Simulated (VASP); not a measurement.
A run of VASP 6.6.1:

File INCAR:

```
PREC = Accurate
ENCUT = 500
EDIFF = 1E-7
ISMEAR = 0
SIGMA = 0.2
LREAL = False
LASPH = True
NELM = 200
ALGO = Normal
ISIF = 3
LWAVE = False
LCHARG = False
GGA = PE
IBRION = 2
NSW = 36
EDIFFG = -0.08
GGA_COMPAT = False
NELMIN = 4
LMAXMIX = 6
```

KPOINTS

```
Automatic mesh
0
Gamma
  5 5 6
```

The input POSCAR:

```
NdHf
1.0
    3.9276336100      0.0000000000      0.0000000000
    0.0000000000      3.9276336100      0.0000000000
    0.0000000000      0.0000000000      3.2772612900
Nd Hf
1 1
Direct
    0.0000000000      0.0000000000      0.5000000000
    0.5000000000      0.5000000000      0.0000000000
```

Potentials or basis: VASP PAW PBE potentials, release 64 (Nd_3, Hf_pv), 4f in core.

The run is started by

```bash
$ cat potpaw_PBE.64/Nd_3/POTCAR potpaw_PBE.64/Hf_pv/POTCAR > POTCAR
$ mpirun -np 1 vasp_std > vasp.out
```

Hardware: 1 thread of Intel(R) Xeon(R) 6975P-C (Granite Rapids), on a shared host.

Problem. Estimate the wall time of this run.

Solution. It took 21 s on 1 thread of Intel(R) Xeon(R) 6975P-C (Granite Rapids), with other jobs on the host, peak memory 0.17 GiB. Counts: scf iterations 37, k points 24, ion steps 3.
